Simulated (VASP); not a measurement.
**Zn2GeN3: single point with PBE**

Zn2GeN3:

```
CELL_PARAMETERS angstrom
2.45518 -4.10597 0.00000
2.45518 4.10597 0.00000
0.00000 0.00000 3.83899
ATOMIC_POSITIONS crystal
Zn 0.00000 0.50000 0.50000
Zn 0.50000 0.00000 0.50000
Ge 0.50000 0.50000 0.00000
N 0.16107 0.83893 0.00000
N 0.83893 0.16107 0.00000
N 0.00000 0.00000 0.50000
```

The cell was generated, and may not be a known phase.

- Program: VASP 6.6.1
- Task: single point
- Functional: PBE
- Potentials or basis: VASP PAW PBE potentials, release 64 (Zn, Ge_d, N)
- Cutoff: 520 eV
- k mesh: 4 × 4 × 4
- Occupations: gaussian, width 0.1 eV
- Spin: no spin polarisation

```
Pressure               : -10.0 GPa
Largest force          : 0.383 eV/Å
Band gap on the k mesh : zero (an odd number of electrons rules out a gap without spin polarisation)
```

Forces in eV/Å, atoms in the order of the input:
```
Zn   0.000  0.000  0.000
Zn   0.000  0.000  0.000
Ge   0.000  0.000  0.000
N    0.000 -0.383  0.000
N    0.000  0.383  0.000
N    0.000  0.000  0.000
```

Stress tensor (GPa, compression positive):
```
 -1.70   0.00   0.00
  0.00  -7.22   0.00
  0.00   0.00 -21.17
```

Levels at points of the mesh, in eV from the Fermi level:
| k point | band 25 | band 26 | band 27 | band 28 | band 29 | band 30 |
| --- | --- | --- | --- | --- | --- | --- |
| (0.00, 0.00, 0.00) | -1.98 | -0.55 | 0.11 | 0.88 | 1.01 | 2.55 |
| (0.50, 0.00, 0.00) | -1.24 | -0.74 | -0.08 | 1.11 | 1.29 | 2.01 |
| (0.50, 0.50, 0.00) | -1.01 | -0.50 | -0.41 | 1.54 | 2.39 | 2.89 |
| (0.00, 0.00, 0.50) | -1.61 | -1.40 | 0.06 | 0.28 | 1.23 | 2.77 |
| (0.50, 0.00, 0.50) | -0.91 | 0.13 | 0.56 | 1.23 | 1.53 | 1.68 |
| (0.50, 0.50, 0.50) | -1.48 | -1.39 | 0.09 | 0.93 | 1.59 | 2.73 |

Wall time 58 s on 1 thread of Oxide Virtual Turin-like Processor, with other jobs on the host, peak memory 0.18 GiB.

Caveat: the k points lie up to 0.41 Å⁻¹ apart, too coarse for converged energies and pressures of a metal.
